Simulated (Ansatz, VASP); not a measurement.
BP in VASP and in Ansatz

```
CELL_PARAMETERS angstrom
0.00000 2.26750 2.26750
2.26750 0.00000 2.26750
2.26750 2.26750 0.00000
ATOMIC_POSITIONS crystal
B 0.00000 0.00000 0.00000
P 0.25000 0.25000 0.25000
```

Alike in both runs: task single point; functional PBE; k mesh 10 × 10 × 10; no spin polarisation.

```csv
,VASP,Ansatz
version,VASP 6.6.1,Ansatz 0.2.0
potentials or method,"VASP PAW PBE potentials, release 64 (B, P), cutoff 500 eV","scalar-relativistic, plane waves, PAW"
occupations,"gaussian, width 0.01 eV",fixed
valence electrons in the cell,8,8
```

Ansatz gave:

```
gap on the k mesh at the Fermi level (eV) : 1.24
least direct gap on the mesh (eV)         : 3.41
pressure (GPa)                            : 1.5
```

Task: Which values does VASP return?

Result: gap on the k mesh at the Fermi level (eV): 1.24; least direct gap on the mesh (eV): 3.40; pressure (GPa): 1.2.
